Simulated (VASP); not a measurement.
Wanted: the native input for a VASP 6.6.1 run.

```yaml
Task: single point
Functional: PBE
Dispersion: D3(BJ)
Potentials_or_basis: VASP PAW PBE potentials, release 64 (Pt, Se)
Cutoff: 520 eV
k_mesh: 10 × 10 × 7
Occupations: fermi-dirac, width 0.1 eV
Spin: no spin polarisation
Dipole_correction: no
Further_INCAR_settings: ALGO = Normal; EDIFF = 1e-07; NBANDS = 18
```

The structure of PtSe2 (Sudovikovite) lies in POSCAR:

```
PtSe2
1.0
    3.7716782935      0.0000000000      0.0000000000
   -1.8858391467      3.2663692171      0.0000000000
    0.0000000000      0.0000000000      4.8197771896
Pt Se
1 2
Direct
    0.0000000000      0.0000000000      0.0000000000
    0.3333333333      0.6666666667      0.2656230661
    0.6666666667      0.3333333333      0.7343769339
```

These files were run (other wordings do the same):

INCAR

```
ALGO = Normal
EDIFF = 1E-7
ENCUT = 520
GGA = PE
ISIF = 2
ISMEAR = -1
IVDW = 12
LASPH = True
LCHARG = False
LREAL = False
LWAVE = False
NBANDS = 18
NELM = 80
PREC = Accurate
SIGMA = 0.1
```

KPOINTS

```
k-points
0
Gamma
  10 10 7
```

Potentials or basis: VASP PAW PBE potentials, release 64 (Pt, Se).

Run with:

```sh
$ cat potpaw_PBE.64/Pt/POTCAR potpaw_PBE.64/Se/POTCAR > POTCAR
$ mpirun -np 1 vasp_std > vasp.out
```

It gave:

```yaml
Pressure: 0.0 GPa
Largest_force: 0.007 eV/Å
Band_gap_on_the_k_mesh: zero (band 11 reaches 7.50 eV, above the bottom of band 12 at 6.57 eV)
Dispersion_energy_per_atom: -0.490 eV
```

Caveat: spin-orbit coupling is left out, which moves the levels of the heavy elements; pairwise dispersion overbinds metals, which lowers pressure and volume.

Wall time 65 s on 1 thread of Intel Xeon 6975P-C (shared host), peak memory 0.24 GiB.
